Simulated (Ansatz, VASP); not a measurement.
## One calculation of TiH6, two programs

```
CELL_PARAMETERS angstrom
3.73319 0.00000 0.00000
-1.86660 3.23304 0.00000
0.00000 0.00000 2.77695
ATOMIC_POSITIONS crystal
Ti 0.00000 0.00000 0.50000
H 0.50000 0.00000 0.50000
H 0.00000 0.50000 0.50000
H 0.50000 0.50000 0.50000
H 0.50000 0.00000 0.00000
H 0.00000 0.50000 0.00000
H 0.50000 0.50000 0.00000
```

Alike in both runs: task relaxation of cell and atoms; functional PBE; k mesh 6 × 6 × 6; occupations gaussian, width 0.1 eV; no spin polarisation.

|  | VASP | Ansatz |
| --- | --- | --- |
| version | VASP 6.6.1 | Ansatz 0.2.0 |
| potentials or method | VASP PAW PBE potentials, release 64 (Ti_sv, H), cutoff 500 eV | scalar-relativistic, plane waves, PAW |
| valence electrons in the cell | 18 | 18 |

|  | VASP | Ansatz | Ansatz less VASP |
| --- | --- | --- | --- |
| gap on the k mesh at the Fermi level, each at its own relaxed structure (eV) | none | none | - |
| relaxed volume (Å³/atom) | 4.77 | 4.82 | +0.055 |
| relaxed length of the cell vector where the two differ most in proportion (Å) | 3.772 | 3.803 | +0.0310 |

A gap of «none» marks a metal or a gap that the smearing closes.

The k mesh is coarse, so the values compare programs but aren't converged.
